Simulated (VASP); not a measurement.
# TaN (P1) in VASP: single point with PBEsol

Aim: the single point of TaN with PBEsol.

Everything below comes from runs of VASP 6.6.1. Logs are shortened: lines on timing, memory, paths and dates and some standing lists are left out, and cuts for length are marked.

## Step 1: The cell of the first run

The typed cell holds 4 atoms: a = 3.051 Å, b = 3.011 Å, c = 4.941 Å, α = 89.36°, β = 88.27°, γ = 118.70°.

## Step 2: Single point, PBEsol (equal xy, yz and zx shear strains of +3 %)

INCAR

```
PREC = Accurate
ENCUT = 520
EDIFF = 1E-6
ISMEAR = -1
SIGMA = 0.01
LREAL = F
LASPH = T
NELM = 80
ALGO = Normal
ISIF = 2
LWAVE = F
LCHARG = T
GGA = PS
LELF = T
LVHAR = T
NBANDS = 24
```

KPOINTS

```
regular mesh
0
Gamma
  9 9 5
```

POSCAR

```
TaN
1.0
    3.0500010905      0.0457500164      0.0457500164
   -1.4853798689      2.6185034178      0.0167456682
    0.0741000000      0.0741000000      4.9400000000
Ta N
2 2
Direct
    0.3333333333      0.6666666667      0.0000000000
    0.6666666667      0.3333333333      0.5000000000
    0.3333333333      0.6666666667      0.3850000000
    0.6666666667      0.3333333333      0.8850000000
```

Potentials or basis: VASP PAW PBE potentials, release 64 (Ta_pv, N).

On the command line:

```bash
$ cat potpaw_PBE.64/Ta_pv/POTCAR potpaw_PBE.64/N/POTCAR > POTCAR
$ mpirun -np 1 vasp_std > vasp.out
```

OUTCAR:

```text
PREC = Accurate
   ENCUT = 520
   EDIFF = 1E-6
   ISMEAR = -1
   LREAL = F
   LASPH = T
   NELM = 80
   ISIF = 2
   GGA = PS

 ion  position               nearest neighbor table
   1  0.333  0.667  0.000-   4 1.82   4 1.83   4 1.89   3 1.90   2 2.99   2 2.99   2 3.00   2 3.04
                             2 3.08   2 3.11
   2  0.667  0.333  0.500-   3 1.83   3 1.85   3 1.87   4 1.90   1 2.99   1 2.99   1 3.00   1 3.04
                             1 3.08   1 3.11
   3  0.333  0.667  0.385-   2 1.83   2 1.85   2 1.87   1 1.90
   4  0.667  0.333  0.885-   1 1.82   1 1.83   1 1.89   2 1.90

  LATTYP: Found a triclinic cell.
 ALAT       =     3.0903384344
 B/A-ratio  =     2.3053792942
 C/A-ratio  =     0.9871693112
 COS(alpha) =     0.0014538056
 COS(beta)  =     0.5194127995
 COS(gamma) =     0.6168671679

  Lattice vectors:

 A1 = (  -1.5646212216,  -2.6642534342,  -0.0624956846)
 A2 = (  -0.0051413527,  -5.2086568520,   4.8607586472)
 A3 = (  -3.0500010905,  -0.0457500164,  -0.0457500164)

Analysis of symmetry for initial positions (statically):
=====================================================================
 Subroutine PRICEL returns:
 Original cell was already a primitive cell.

 Routine SETGRP: Setting up the symmetry group for a
 triclinic supercell.

 Subroutine GETGRP returns: Found  1 space group operations
 (whereof  1 operations were pure point group operations)
 out of a pool of  2 trial point group operations.

The static configuration has the point symmetry C_1 .

Analysis of symmetry for dynamics (positions and initial velocities):
=====================================================================
 Subroutine PRICEL returns:
 Original cell was already a primitive cell.

 Routine SETGRP: Setting up the symmetry group for a
 triclinic supercell.

 Subroutine GETGRP returns: Found  1 space group operations
 (whereof  1 operations were pure point group operations)
 out of a pool of  2 trial point group operations.

The dynamic configuration has the point symmetry C_1 .

 Subroutine INISYM returns: Found  1 space group operations
 (whereof  1 operations are pure point group operations),
 and found     1 'primitive' translations

----------------------------------------------------------------------------------------

                                     Primitive cell

  volume of cell :      39.7711

  direct lattice vectors                    reciprocal lattice vectors
     3.050001090  0.045750016  0.045750016     0.325215455  0.184531564 -0.007646205
    -1.485379869  2.618503418  0.016745668    -0.005597411  0.378758127 -0.005597411
     0.074100000  0.074100000  4.940000000    -0.002992891 -0.002992891  0.202518937

  length of vectors
     3.050687264  3.010513897  4.941111375     0.373999271  0.378840839  0.202563162

  position of ions in fractional coordinates (direct lattice)
     0.333333333  0.666666667  0.000000000
     0.666666667  0.333333333  0.500000000
     0.333333333  0.666666667  0.385000000
     0.666666667  0.333333333  0.885000000

  ion indices of the primitive-cell ions
   primitive index   ion index
                 1           1
                 2           2
                 3           3
                 4           4

----------------------------------------------------------------------------------------

 KPOINTS: regular mesh

Automatic generation of k-mesh.
 Grid dimensions read from file:
 generate k-points for:    9    9    5

 Generating k-lattice:

  Cartesian coordinates                     Fractional coordinates (reciprocal lattice)
     0.036135051  0.020503507 -0.000849578     0.111111111  0.000000000  0.000000000
    -0.000621935  0.042084236 -0.000621935     0.000000000  0.111111111  0.000000000
    -0.000598578 -0.000598578  0.040503787     0.000000000 -0.000000000  0.200000000

  Length of vectors
     0.041555475  0.042093427  0.040512632

  Shift w.r.t. Gamma in fractional coordinates (k-lattice)
     0.000000000  0.000000000  0.000000000

 Subroutine IBZKPT returns following result:
 ===========================================

 Found    203 irreducible k-points:

 Following reciprocal coordinates:
            Coordinates               Weight
  0.000000  0.000000  0.000000      1.000000
  0.111111 -0.000000 -0.000000      2.000000
  0.222222 -0.000000  0.000000      2.000000
  0.333333 -0.000000 -0.000000      2.000000
  0.444444 -0.000000  0.000000      2.000000
 -0.000000  0.111111 -0.000000      2.000000
[... 16 lines left out ...]
 -0.111111  0.222222 -0.000000      2.000000
  0.000000  0.333333 -0.000000      2.000000
 [... further k-points ...]
   k-points           NKPTS =    203   k-points in BZ     NKDIM =    203   number of bands    NBANDS=     24
   number of dos      NEDOS =    301   number of ions     NIONS =      4
   total plane-waves  NPLWV =  23040
   dimension x,y,z NGX =    24 NGY =   24 NGZ =   40
   dimension x,y,z NGXF=    48 NGYF=   48 NGZF=   80
   ions per type =               2   2
   NGX,Y,Z   is equivalent  to a cutoff of  13.08, 13.25, 13.46 a.u.
   NGXF,Y,Z  is equivalent  to a cutoff of  26.16, 26.51, 26.92 a.u.
 SYSTEM =  unknown system
   PREC   = accura    normal or accurate (medium, high low for compatibility)
   ISTART =      0    job   : 0-new  1-cont  2-samecut
   ICHARG =      2    charge: 1-file 2-atom 10-const
   ISPIN  =      1    spin polarized calculation?
   LNONCOLLINEAR =      F non collinear calculations
   LSORBIT =      F    spin-orbit coupling
   LASPH  =      T    aspherical Exc in radial PAW
   ENCUT  =  520.0 eV  38.22 Ry    6.18 a.u.   5.67  5.60  9.19*2*pi/ulx,y,z
   NELM   =     80;   NELMIN=  2; NELMDL= -5     # of ELM steps
   EDIFF  = 0.1E-05   stopping-criterion for ELM
   LREAL  =      F    real-space projection
   EDIFFG = 0.1E-04   stopping-criterion for IOM
   NSW    =      0    number of steps for IOM
   IBRION =     -1    ionic relax: 0-MD 1-quasi-New 2-CG
   NFREE  =      0    steps in history (QN), initial steepest desc. (CG)
   ISIF   =      2    stress and relaxation
   ISYM   =      2    0-nonsym 1-usesym 2-fastsym
   POTIM  = 0.5000    time-step for ionic-motion
   TEBEG  =    0.0;   TEEND  =   0.0 temperature during run
   PSTRESS=    0.0 pullay stress
   NELECT =      32.0000    total number of electrons
   NUPDOWN=      -1.0000    fix difference up-down
   EMIN   =  10.00;   EMAX   =-10.00  energy-range for DOS
   EFERMI =   0.00;   METHOD = LEGACY
   ISMEAR =    -1;   SIGMA  =   0.01  broadening in eV -4-tet -1-fermi 0-gaus
   EFERMI_NEDOS =   21; number of points for ismear=-14 and -15
   IALGO  =     38    algorithm
   IMIX   =      4    mixing-type and parameters
     AMIX     =   0.40;   BMIX     =  1.00
     AMIX_MAG =   1.60;   BMIX_MAG =  1.00
  volume/ion in A,a.u.               =       9.94        67.10
  Fermi-wavevector in a.u.,A,eV,Ry     =   1.522658  2.877407 31.544941  2.318488
  Thomas-Fermi vector in A             =   2.631207
   LORBIT       =      0    0 simple, 1 ext, 2 COOP (PROOUT), +10 PAW based schemes
   GGA     = PS    functional components
   LHFCALC =     F    Hartree Fock is set to
   AEXX    =    0.0000 exact exchange contribution
   IVDW    =     0    specifies the selected vdW correction
   LEPSILON=     F    determine dielectric tensor
   LRPA    =     F    only Hartree local field effects (RPA)
 non-spin polarized calculation
  energy-cutoff  :      520.00
  volume of cell :       39.77
 maximum number of plane-waves:      1086
   NGX = 11   NGY = 11   NGZ = 19

 number of electron      32.0000001 magnetization

 Free energy of the ion-electron system (eV)
  ---------------------------------------------------
  ext. energy  EPLUGINS =         0.00000000
  ---------------------------------------------------
  free energy    TOTEN  =       -40.74457381 eV

  energy without entropy =      -40.74396400  energy(sigma->0) =      -40.74426890

 E-fermi :   9.6108     XC(G=0): -13.7007

 val. band max:        9.6084573110   @ k =   0.4444  -0.0000   0.4000
 cond. band min:       9.6146607992   @ k =  -0.1111   0.1111   0.4000
 fundamental gap:      0.0062034883
 Fermi energy:         9.6108087520

 k-point     1 :       0.0000    0.0000    0.0000
  band No.  band energies     occupation
      1     -26.4579      2.00000
      2     -25.3560      2.00000
      3     -25.3474      2.00000
      4     -25.1556      2.00000
      5     -25.1431      2.00000
      6     -25.0758      2.00000
[... 16 lines left out ...]
     23      16.1702      0.00000
     24      16.5292      0.00000

 k-point     2 :       0.1111   -0.0000   -0.0000
  band No.  band energies     occupation
      1     -26.4159      2.00000
      2     -25.4704      2.00000
      3     -25.3866      2.00000
      4     -25.2926      2.00000
      5     -25.1620      2.00000
      6     -25.0983      2.00000
[... 16 lines left out ...]
     23      16.4398      0.00000
     24      16.7336      0.00000

 k-point     3 :       0.2222   -0.0000    0.0000
  band No.  band energies     occupation
      1     -26.3111      2.00000
      2     -25.7568      2.00000
      3     -25.6233      2.00000
      4     -25.4638      2.00000
      5     -25.2115      2.00000
      6     -25.1628      2.00000
[... 16 lines left out ...]
     23      16.5771      0.00000
     24      17.7452      0.00000

 k-point     4 :       0.3333   -0.0000   -0.0000
  band No.  band energies     occupation
      1     -26.2766      2.00000
      2     -25.9940      2.00000
      3     -25.9262      2.00000
      4     -25.5508      2.00000
      5     -25.2713      2.00000
      6     -25.2621      2.00000
[... 16 lines left out ...]
     23      16.4166      0.00000
     24      17.6734      0.00000

 k-point     5 :       0.4444   -0.0000    0.0000
  band No.  band energies     occupation
      1     -26.4100      2.00000
      2     -26.1841      2.00000
      3     -25.8730      2.00000
      4     -25.6058      2.00000
      5     -25.3689      2.00000
      6     -25.3059      2.00000
[... 451 lines left out ...]
 k-point    22 :      -0.2222    0.2222    0.0000
  band No.  band energies     occupation
      1     -26.2987      2.00000
      2     -25.8015      2.00000
      3     -25.6579      2.00000
      4     -25.4738      2.00000
      5     -25.2407      2.00000
      6     -25.1577      2.00000
[... 16 lines left out ...]
     23      16.9605      0.00000
     24      18.2462      0.00000

 k-point    23 :      -0.1111    0.2222   -0.0000
  band No.  band energies     occupation
      1     -26.3326      2.00000
      2     -25.7019      2.00000
      3     -25.5914      2.00000
      4     -25.4105      2.00000
      5     -25.2250      2.00000
      6     -25.1379      2.00000
[... 16 lines left out ...]
     23      16.8688      0.00000
     24      18.3935      0.00000

 k-point    24 :       0.0000    0.3333   -0.0000
  band No.  band energies     occupation
      1     -26.2890      2.00000
      2     -26.0307      2.00000
      3     -25.9337      2.00000
      4     -25.5628      2.00000
      5     -25.2972      2.00000
      6     -25.2594      2.00000
[... 16 lines left out ...]
     23      16.5084      0.00000
     24      17.7395      0.00000

 [... further k-points ...]
[... 5 lines left out ...]
  --------------------------------------------------------------------------------------
  -------------------------------------------------------------------------------------
  Total       34.5746512     34.3923845     28.0027790     -1.9557398     -0.7503369     -0.7197166
  in kB     1392.8396905   1385.4970770   1128.0918440    -78.7869689    -30.2273173    -28.9937809
  external PRESSURE =    1302.1428705 kB  Pullay stress =       0.0000000 kB

 VOLUME and BASIS-vectors are now :
 -----------------------------------------------------------------------------
  energy-cutoff  :      520.00
  volume of cell :       39.77
      direct lattice vectors                 reciprocal lattice vectors
     3.050001090  0.045750016  0.045750016     0.325215455  0.184531564 -0.007646205
    -1.485379869  2.618503418  0.016745668    -0.005597411  0.378758127 -0.005597411
     0.074100000  0.074100000  4.940000000    -0.002992891 -0.002992891  0.202518937

 POSITION                                       TOTAL-FORCE (eV/Angst)
 -----------------------------------------------------------------------------------
      0.02641      1.76092      0.02641        -1.786903     -0.576600      2.334711
      1.57526      0.94038      2.50608         0.555233     -0.645361      2.235722
      0.05494      1.78945      1.92831        -0.517290      0.639813     -2.280405
      1.60379      0.96891      4.40798         1.748960      0.582148     -2.290028
 -----------------------------------------------------------------------------------
    total drift:                               -0.000544     -0.000613      0.000862

  FREE ENERGIE OF THE ION-ELECTRON SYSTEM (eV)
  ---------------------------------------------------
  free  energy   TOTEN  =       -40.7445738095 eV

  energy  without entropy=      -40.7439639992  energy(sigma->0) =      -40.74426890
```

It took 58 s on 1 thread of Intel Xeon 6975P-C (Granite Rapids), shared host; peak memory 0.28 GiB.

What came out:

```
Free energy            : -40.7446 eV
Pressure               : 130.2 GPa
Largest force          : 2.996 eV/Å
Band gap on the k mesh : zero (band 16 reaches 10.24 eV, above the bottom of band 17 at 8.02 eV)
```

Forces on the atoms (eV/Å):
```
Ta  -1.787 -0.577  2.335
Ta   0.555 -0.645  2.236
N   -0.517  0.640 -2.280
N    1.749  0.582 -2.290
```

Caveat: the cell differs from its parent crystal (equal xy, yz and zx shear strains of +3 %); the PAW data sets were made with another functional, which shifts forces and pressure a little; spin-orbit coupling is left out, which moves the levels of the heavy elements.
